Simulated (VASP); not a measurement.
# Ti4CN4O in VASP: notebook

The runs below take Ti4CN4O through single point, with PBEsol.

Everything below comes from runs of VASP 6.6.1. Logs are shortened: lines on timing, memory, paths and dates and some standing lists are left out, and cuts for length are marked.

### Step 1. The cell of the first run

The cell holds a slab with vacuum, 10 atoms: a = 2.973 Å, b = 2.973 Å, c = 26.456 Å, α = 90.00°, β = 90.00°, γ = 90.00°.

### Step 2. Single point, PBEsol

Input file INCAR:

```
ALGO = Normal
DIPOL = 0.5 0.5 0.489
EDIFF = 1E-6
ENCUT = 520
GGA = PS
IDIPOL = 3
ISIF = 2
ISMEAR = 0
LASPH = T
LCHARG = T
LDIPOL = T
LELF = T
LREAL = F
LVACPOTAV = T
LVHAR = T
LWAVE = F
NBANDS = 50
NELM = 100
PREC = Accurate
SIGMA = 0.1
```

Input file KPOINTS:

```
k-points
0
Gamma
  10 10 1
```

Input file POSCAR:

```
Ti4CN4O
1.0
    2.9726300472      0.0000000000      0.0000000000
    0.0000000000      2.9726300472      0.0000000000
    0.0000000000      0.0000000000     26.4559005930
Ti N C O
4 4 1 1
Direct
    0.5000000000      0.5000000000      0.3212893838
    0.0000000000      0.0000000000      0.4007411060
    0.5000000000      0.5000000000      0.4764041416
    0.0000000000      0.0000000000      0.5582295618
    0.0000000000      0.0000000000      0.3212893838
    0.5000000000      0.5000000000      0.4007411060
    0.0000000000      0.0000000000      0.4821703246
    0.5000000000      0.5000000000      0.5962256051
    0.5000000000      0.5000000000      0.6435738505
    0.5000000000      0.5000000000      0.6878525558
```

Potentials or basis: VASP PAW PBE potentials, release 64 (Ti_sv, N, C, O).

The run is started by

```
$ cat potpaw_PBE.64/Ti_sv/POTCAR potpaw_PBE.64/N/POTCAR potpaw_PBE.64/C/POTCAR potpaw_PBE.64/O/POTCAR > POTCAR
$ mpirun -np 1 vasp_std > vasp.out
```

OUTCAR:

```text
EDIFF = 1E-6
   ENCUT = 520
   GGA = PS
   ISIF = 2
   ISMEAR = 0
   LASPH = T
   LREAL = F
   NELM = 100
   PREC = Accurate

 ion  position               nearest neighbor table
   1  0.500  0.500  0.321-   5 2.10   5 2.10   5 2.10   5 2.10   6 2.10
   2  0.000  0.000  0.401-   6 2.10   6 2.10   6 2.10   6 2.10   5 2.10   7 2.15   3 2.90   3 2.90
                             3 2.90   3 2.90
   3  0.500  0.500  0.476-   6 2.00   7 2.11   7 2.11   7 2.11   7 2.11   2 2.90   2 2.90   2 2.90
                             2 2.90
   4  0.000  0.000  0.558-   7 2.01   8 2.33   8 2.33   8 2.33   8 2.33
   5  0.000  0.000  0.321-   1 2.10   1 2.10   1 2.10   1 2.10   2 2.10
   6  0.500  0.500  0.401-   3 2.00   2 2.10   2 2.10   2 2.10   2 2.10   1 2.10
   7  0.000  0.000  0.482-   4 2.01   3 2.11   3 2.11   3 2.11   3 2.11   2 2.15
   8  0.500  0.500  0.596-   9 1.25   4 2.33   4 2.33   4 2.33   4 2.33
   9  0.500  0.500  0.644-  10 1.17   8 1.25
  10  0.500  0.500  0.688-   9 1.17

  LATTYP: Found a simple tetragonal cell.
 ALAT       =     2.9726300472
 C/A-ratio  =     8.8998295021

  Lattice vectors:

 A1 = (   2.9726300472,   0.0000000000,   0.0000000000)
 A2 = (   0.0000000000,   2.9726300472,   0.0000000000)
 A3 = (   0.0000000000,   0.0000000000,  26.4559005930)

Analysis of symmetry for initial positions (statically):
=====================================================================
 Subroutine PRICEL returns:
 Original cell was already a primitive cell.

 Routine SETGRP: Setting up the symmetry group for a
 simple tetragonal supercell.

 Subroutine GETGRP returns: Found  8 space group operations
 (whereof  8 operations were pure point group operations)
 out of a pool of 16 trial point group operations.

The static configuration has the point symmetry C_4v.

Analysis of symmetry for dynamics (positions and initial velocities):
=====================================================================
 Subroutine PRICEL returns:
 Original cell was already a primitive cell.

 Routine SETGRP: Setting up the symmetry group for a
 simple tetragonal supercell.

 Subroutine GETGRP returns: Found  8 space group operations
 (whereof  8 operations were pure point group operations)
 out of a pool of 16 trial point group operations.

The dynamic configuration has the point symmetry C_4v.

 Subroutine INISYM returns: Found  8 space group operations
 (whereof  8 operations are pure point group operations),
 and found     1 'primitive' translations

----------------------------------------------------------------------------------------

                                     Primitive cell

  volume of cell :     233.7783

  direct lattice vectors                    reciprocal lattice vectors
     2.972630047  0.000000000  0.000000000     0.336402440  0.000000000  0.000000000
     0.000000000  2.972630047  0.000000000     0.000000000  0.336402440  0.000000000
     0.000000000  0.000000000 26.455900593     0.000000000  0.000000000  0.037798751

  length of vectors
     2.972630047  2.972630047 26.455900593     0.336402440  0.336402440  0.037798751

  position of ions in fractional coordinates (direct lattice)
     0.500000000  0.500000000  0.321289384
     0.000000000  0.000000000  0.400741106
     0.500000000  0.500000000  0.476404142
     0.000000000  0.000000000  0.558229562
     0.000000000  0.000000000  0.321289384
     0.500000000  0.500000000  0.400741106
     0.000000000  0.000000000  0.482170325
     0.500000000  0.500000000  0.596225605
     0.500000000  0.500000000  0.643573850
     0.500000000  0.500000000  0.687852556

  ion indices of the primitive-cell ions
   primitive index   ion index
                 1           1
                 2           2
                 3           3
                 4           4
                 5           5
                 6           6
                 7           7
                 8           8
                 9           9
                10          10

----------------------------------------------------------------------------------------

 KPOINTS: k-points

Automatic generation of k-mesh.
 Grid dimensions read from file:
 generate k-points for:   10   10    1

 Generating k-lattice:

  Cartesian coordinates                     Fractional coordinates (reciprocal lattice)
     0.033640244  0.000000000  0.000000000     0.100000000  0.000000000  0.000000000
     0.000000000  0.033640244  0.000000000     0.000000000  0.100000000  0.000000000
     0.000000000  0.000000000  0.037798751     0.000000000  0.000000000  1.000000000

  Length of vectors
     0.033640244  0.033640244  0.037798751

  Shift w.r.t. Gamma in fractional coordinates (k-lattice)
     0.000000000  0.000000000  0.000000000

 Subroutine IBZKPT returns following result:
 ===========================================

 Found     21 irreducible k-points:

 Following reciprocal coordinates:
            Coordinates               Weight
  0.000000  0.000000  0.000000      1.000000
  0.100000  0.000000  0.000000      4.000000
  0.200000  0.000000  0.000000      4.000000
  0.300000  0.000000  0.000000      4.000000
  0.400000  0.000000  0.000000      4.000000
  0.500000  0.000000  0.000000      2.000000
[... 13 lines left out ...]
  0.500000  0.400000  0.000000      4.000000
  0.500000  0.500000  0.000000      1.000000
   k-points           NKPTS =     21   k-points in BZ     NKDIM =     21   number of bands    NBANDS=     50
   number of dos      NEDOS =    301   number of ions     NIONS =     10
   total plane-waves  NPLWV = 115200
   dimension x,y,z NGX =    24 NGY =   24 NGZ =  200
   dimension x,y,z NGXF=    48 NGYF=   48 NGZF=  400
   ions per type =               4   4   1   1
   NGX,Y,Z   is equivalent  to a cutoff of  13.42, 13.42, 12.57 a.u.
   NGXF,Y,Z  is equivalent  to a cutoff of  26.84, 26.84, 25.14 a.u.
 SYSTEM =  unknown system
   PREC   = accura    normal or accurate (medium, high low for compatibility)
   ISTART =      0    job   : 0-new  1-cont  2-samecut
   ICHARG =      2    charge: 1-file 2-atom 10-const
   ISPIN  =      1    spin polarized calculation?
   LNONCOLLINEAR =      F non collinear calculations
   LSORBIT =      F    spin-orbit coupling
   LASPH  =      T    aspherical Exc in radial PAW
   ENCUT  =  520.0 eV  38.22 Ry    6.18 a.u.   5.53  5.53 49.19*2*pi/ulx,y,z
   NELM   =    100;   NELMIN=  2; NELMDL= -5     # of ELM steps
   EDIFF  = 0.1E-05   stopping-criterion for ELM
   LREAL  =      F    real-space projection
   EDIFFG = 0.1E-04   stopping-criterion for IOM
   NSW    =      0    number of steps for IOM
   IBRION =     -1    ionic relax: 0-MD 1-quasi-New 2-CG
   NFREE  =      0    steps in history (QN), initial steepest desc. (CG)
   ISIF   =      2    stress and relaxation
   ISYM   =      2    0-nonsym 1-usesym 2-fastsym
   POTIM  = 0.5000    time-step for ionic-motion
   TEBEG  =    0.0;   TEEND  =   0.0 temperature during run
   PSTRESS=    0.0 pullay stress
   NELECT =      78.0000    total number of electrons
   NUPDOWN=      -1.0000    fix difference up-down
   EMIN   =  10.00;   EMAX   =-10.00  energy-range for DOS
   EFERMI =   0.00;   METHOD = LEGACY
   ISMEAR =     0;   SIGMA  =   0.10  broadening in eV -4-tet -1-fermi 0-gaus
   EFERMI_NEDOS =   21; number of points for ismear=-14 and -15
   IALGO  =     38    algorithm
   IMIX   =      4    mixing-type and parameters
     AMIX     =   0.40;   BMIX     =  1.00
     AMIX_MAG =   1.60;   BMIX_MAG =  1.00
  volume/ion in A,a.u.               =      23.38       157.76
  Fermi-wavevector in a.u.,A,eV,Ry     =   1.135459  2.145707 17.541556  1.289268
  Thomas-Fermi vector in A             =   2.272164
   LORBIT       =      0    0 simple, 1 ext, 2 COOP (PROOUT), +10 PAW based schemes
   GGA     = PS    functional components
   LHFCALC =     F    Hartree Fock is set to
   AEXX    =    0.0000 exact exchange contribution
   IVDW    =     0    specifies the selected vdW correction
   LEPSILON=     F    determine dielectric tensor
   LRPA    =     F    only Hartree local field effects (RPA)
 non-spin polarized calculation
 Gauss-broadening in eV      SIGMA  =   0.10
  energy-cutoff  :      520.00
  volume of cell :      233.78
 maximum number of plane-waves:      6342
 NGX is ok and might be reduce to    24
   NGX = 11   NGY = 11   NGZ = 99

 dipolmoment           0.000000      0.000000     -0.117147 electrons x Angstroem

 number of electron      77.9999989 magnetization

 dipolmoment           0.000000      0.000000      0.125011 electrons x Angstroem

 Free energy of the ion-electron system (eV)
  ---------------------------------------------------
  ext. energy  EPLUGINS =         0.00000000
  ---------------------------------------------------
  free energy    TOTEN  =       -95.49990798 eV

  energy without entropy =      -95.46736414  energy(sigma->0) =      -95.48363606

 E-fermi :   1.9338     XC(G=0):  -5.8729

 val. band max:        1.9272864959   @ k =   0.5000   0.4000   0.0000
 cond. band min:       1.9372687307   @ k =   0.2000   0.0000   0.0000
 fundamental gap:      0.0099822347
 Fermi energy:         1.9337698100

 k-point     1 :       0.0000    0.0000    0.0000
  band No.  band energies     occupation
      1     -55.7638      2.00000
      2     -55.4853      2.00000
      3     -55.2659      2.00000
      4     -55.1267      2.00000
      5     -32.3276      2.00000
      6     -31.9465      2.00000
[... 42 lines left out ...]
     49       3.3828      0.00000
     50       3.5494      0.00000

 k-point     2 :       0.1000    0.0000    0.0000
  band No.  band energies     occupation
      1     -55.7599      2.00000
      2     -55.4810      2.00000
      3     -55.2627      2.00000
      4     -55.1240      2.00000
      5     -32.3239      2.00000
      6     -32.0121      2.00000
[... 999 lines left out ...]
 k-point    21 :       0.5000    0.5000    0.0000
  band No.  band energies     occupation
      1     -55.6874      2.00000
      2     -55.4031      2.00000
      3     -55.1958      2.00000
      4     -55.0659      2.00000
      5     -32.2701      2.00000
      6     -32.2701      2.00000
[... 42 lines left out ...]
     49       4.4698      0.00000
     50       4.6685      0.00000

------------------------ aborting loop because EDIFF is reached ----------------------------------------

  FORCE on cell =-STRESS in cart. coord.  units (eV):
  Direction    XX          YY          ZZ          XY          YZ          ZX
  --------------------------------------------------------------------------------------
  -------------------------------------------------------------------------------------
  Total       -4.5971041     -4.5971041     -0.3803687      0.0000000      0.0000000      0.0000000
  in kB      -31.5058093    -31.5058093     -2.6068202      0.0000000      0.0000000      0.0000000
  external PRESSURE =     -21.8728129 kB  Pullay stress =       0.0000000 kB

 VOLUME and BASIS-vectors are now :
 -----------------------------------------------------------------------------
  energy-cutoff  :      520.00
  volume of cell :      233.78
      direct lattice vectors                 reciprocal lattice vectors
     2.972630047  0.000000000  0.000000000     0.336402440  0.000000000  0.000000000
     0.000000000  2.972630047  0.000000000     0.000000000  0.336402440  0.000000000
     0.000000000  0.000000000 26.455900593     0.000000000  0.000000000  0.037798751

 POSITION                                       TOTAL-FORCE (eV/Angst)
 -----------------------------------------------------------------------------------
      1.48632      1.48632      8.50000         0.000000     -0.000000      1.991821
      0.00000      0.00000     10.60197         0.000000     -0.000000      0.296367
      1.48632      1.48632     12.60370         0.000000     -0.000000      0.012938
      0.00000      0.00000     14.76847         0.000000     -0.000000      0.018738
      0.00000      0.00000      8.50000         0.000000     -0.000000     -1.335490
      1.48632      1.48632     10.60197         0.000000      0.000000     -0.993068
      0.00000      0.00000     12.75625         0.000000     -0.000000      0.001931
      1.48632      1.48632     15.77369         0.000000      0.000000     -0.092041
      1.48632      1.48632     17.02633         0.000000     -0.000000     -0.630950
      1.48632      1.48632     18.19776         0.000000      0.000000      0.729754
 -----------------------------------------------------------------------------------
    total drift:                                0.000000     -0.000000      0.000971

  FREE ENERGIE OF THE ION-ELECTRON SYSTEM (eV)
  ---------------------------------------------------
  free  energy   TOTEN  =       -95.4999079750 eV

  energy  without entropy=      -95.4673641363  energy(sigma->0) =      -95.48363606

 vacuum level on the upper side and lower side of the slab         7.017         4.452
```

Run time: 15 min. Hardware: 1 thread of Intel Xeon 8259CL, shared host; peak memory 0.47 GiB.

What came out:

* Free energy: -95.4999 eV
* Largest force: 1.992 eV/Å
* Band gap on the k mesh: zero (bands 39 and 40 overlap by 1.56 eV)

Forces in eV/Å, atoms in the order of the input:
```
Ti   0.000  0.000  1.992
Ti   0.000  0.000  0.296
Ti   0.000  0.000  0.013
Ti   0.000  0.000  0.019
N    0.000  0.000 -1.335
N    0.000  0.000 -0.993
N    0.000  0.000  0.002
N    0.000  0.000 -0.092
C    0.000  0.000 -0.631
O    0.000  0.000  0.730
```

Levels at points of the mesh, in eV from the Fermi level:
| k point | band 36 | band 37 | band 38 | band 39 | band 40 | band 41 | band 42 | band 43 |
| --- | --- | --- | --- | --- | --- | --- | --- | --- |
| (0.00, 0.00, 0.00) | -2.33 | -2.33 | -2.09 | -1.38 | -0.71 | -0.51 | -0.03 | -0.03 |
| (0.50, 0.00, 0.00) | -4.16 | -1.29 | -1.17 | 0.86 | 0.93 | 1.21 | 1.28 | 1.52 |
| (0.50, 0.50, 0.00) | -3.11 | -2.26 | -2.26 | 0.12 | 0.12 | 0.86 | 1.31 | 1.31 |

Caveat: the PAW data sets were made with another functional, which shifts forces and pressure a little.

[end of part 1 of 2]
